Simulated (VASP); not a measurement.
## NaH: single point with PBE

The system is NaH.

```
CELL_PARAMETERS angstrom
2.80737 0.00000 0.00000
0.00000 2.80737 0.00000
0.00000 0.00000 3.10288
ATOMIC_POSITIONS crystal
Na 0.00000 0.00000 0.00000
H 0.50000 0.50000 0.50000
```

This cell differs from its parent crystal: strain -0.050 along x and y, +0.050 along z.

```
Program                : VASP 6.6.1
Task                   : single point
Functional             : PBE
Potentials or basis    : VASP PAW PBE potentials, release 64 (Na_pv, H)
Cutoff                 : 520 eV
k mesh                 : 10 × 10 × 10
Occupations            : gaussian, width 0.05 eV
Spin                   : no spin polarisation
Dipole correction      : no
Further INCAR settings : ALGO = Normal; EDIFF = 1e-06; NBANDS = 11
```

```json
{
 "Pressure": "1.8 GPa",
 "Band gap on the k mesh": "0.32 eV (least direct gap 4.35 eV)"
}
```

Stress tensor (GPa, compression positive):
```
 5.84  0.00  0.00
 0.00  5.84  0.00
 0.00  0.00 -6.43
```

Levels at points of the mesh, in eV from the valence-band top:
| k point | band 2 | band 3 | band 4 | band 5 | band 6 | band 7 |
| --- | --- | --- | --- | --- | --- | --- |
| (0.00, 0.00, 0.00) | -24.71 | -24.71 | -6.25 | 8.20 | 10.63 | 11.12 |
| (0.50, 0.00, 0.00) | -24.69 | -24.69 | -3.39 | 1.28 | 10.64 | 12.92 |
| (0.50, 0.50, 0.00) | -24.93 | -24.67 | -1.49 | 4.88 | 4.88 | 7.62 |
| (0.00, 0.00, 0.50) | -24.70 | -24.70 | -4.03 | 0.32 | 11.88 | 14.60 |
| (0.50, 0.00, 0.50) | -24.80 | -24.68 | -2.05 | 3.92 | 4.15 | 6.71 |
| (0.50, 0.50, 0.50) | -24.91 | -24.76 | 0.00 | 6.63 | 7.10 | 7.10 |

It took 27 s on 1 thread of Intel Xeon 8259CL, with other jobs on the host, peak memory 0.15 GiB.

Caveat: the cell differs from its parent crystal (strain -0.050 along x and y, +0.050 along z). A k mesh can miss the band edges.
